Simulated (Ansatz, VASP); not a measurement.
## N in VASP and in Ansatz

File INCAR:

```
ALGO = Normal
EDIFF = 1E-6
ENCUT = 520
GGA = PS
ISIF = 2
ISMEAR = 0
ISPIN = 2
LASPH = True
LCHARG = False
LORBIT = 11
LREAL = False
LWAVE = False
MAGMOM = 3.24 3.24 3.24 3.24
NBANDS = 22
NELM = 150
PREC = Accurate
SIGMA = 0.05
```

File KPOINTS:

```
k-points
0
Gamma
  4 4 4
```

Contents of POSCAR:

```
N
1.0
    5.9229317553     -0.6338192653     -0.6338192653
   -0.6338192653      5.9229317553     -0.6338192653
   -0.6338192653     -0.6338192653      5.9229317553
N
4
Direct
    0.0000638858      0.0000638858      0.0000638858
    0.4999361142      0.9999361142      0.5000638858
    0.5000638858      0.4999361142      0.9999361142
    0.9999361142      0.5000638858      0.4999361142
```

Input for Ansatz:

```yaml
crystal:
  lattice:
    - [5.9229317553, -0.6338192653, -0.6338192653]
    - [-0.6338192653, 5.9229317553, -0.6338192653]
    - [-0.6338192653, -0.6338192653, 5.9229317553]
  atoms:
    - { symbol: "N", position: [6.38858e-05, 6.38858e-05, 6.38858e-05], spin: 3.24 }
    - { symbol: "N", position: [0.4999361142, 0.9999361142, 0.5000638858], spin: 3.24 }
    - { symbol: "N", position: [0.5000638858, 0.4999361142, 0.9999361142], spin: 3.24 }
    - { symbol: "N", position: [0.9999361142, 0.5000638858, 0.4999361142], spin: 3.24 }
basis:
  ecutwfc: 420
kpoints:
  mp_grid: { grid: [4, 4, 4] }
hamiltonian:
  xc: pbesol
scf:
  occupations: { method: gaussian, width: 0.05 }
output:
  forces: true
  stress: true
  eigenvalues: true
  populations: true
magnetization:
  spin_polarized: true
```

Alike in both runs: task single point; functional PBEsol; k mesh 4 × 4 × 4; occupations gaussian, width 0.05 eV; collinear spin.

|  | VASP | Ansatz |
| --- | --- | --- |
| version | VASP 6.6.1 | Ansatz 0.2.0 |
| potentials or method | VASP PAW PBE potentials, release 64 (N), cutoff 520 eV | scalar-relativistic, plane waves, PAW |
| valence electrons in the cell | 20 | 20 |

VASP gave:

```
gap on the k mesh at the Fermi level (eV)                     : 3.16
least direct gap on the mesh (eV)                             : 3.19
pressure (GPa)                                                : 0.0
net moment per atom (μB)                                      : 3.00
size of the moment on the site where the two differ most (μB) : 1.94
```

Question: Which values does Ansatz return?

Answer: gap on the k mesh at the Fermi level (eV): 3.16; least direct gap on the mesh (eV): 3.18; pressure (GPa): 0.1; net moment per atom (μB): 3.00; size of the moment on the site where the two differ most (μB): 2.91.

VASP's potentials were made for PBE, not for PBEsol. Site moments also hang on the region over which each program counts them.
